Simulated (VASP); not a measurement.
A run of VASP 6.6.1 is set up as follows.

File INCAR:

```
PREC = Accurate
ENCUT = 520
EDIFF = 1E-8
ISMEAR = 0
SIGMA = 0.01
LREAL = False
LASPH = True
NELM = 100
ALGO = Normal
ISIF = 2
LWAVE = False
LCHARG = False
METAGGA = R2SCAN
LMIXTAU = True
LCALCEPS = True
```

Contents of KPOINTS:

```
regular mesh
0
Gamma
  10 10 10
```

POSCAR

```
BN
1.0
    0.0000000000      1.8048245570      1.8048245570
    1.8048245570      0.0000000000      1.8048245570
    1.8048245570      1.8048245570      0.0000000000
B N
1 1
Direct
    0.0000000000      0.0000000000      0.0000000000
    0.2500000000      0.2500000000      0.2500000000
```

Potentials or basis: VASP PAW PBE potentials, release 64 (B, N).

Run with:

```sh
$ cat potpaw_PBE.64/B/POTCAR potpaw_PBE.64/N/POTCAR > POTCAR
$ mpirun -np 1 vasp_std > vasp.out
```

Problem. Estimate the electronic dielectric tensor (diagonal).

Solution. 4.52.

Problem. Estimate the Born charges (mean of the diagonal).

Solution. B +2.03; N -2.03 e.

Problem. What does it give for the band gap on the k mesh?

Solution. 4.98 eV (least direct gap 9.55 eV).

Dipole moments of the cell (e·Å, modulo the quantum): ionic 4.512, 4.512, 4.512; electronic 0.002, 0.002, 0.005

 A k mesh can miss the band edges.
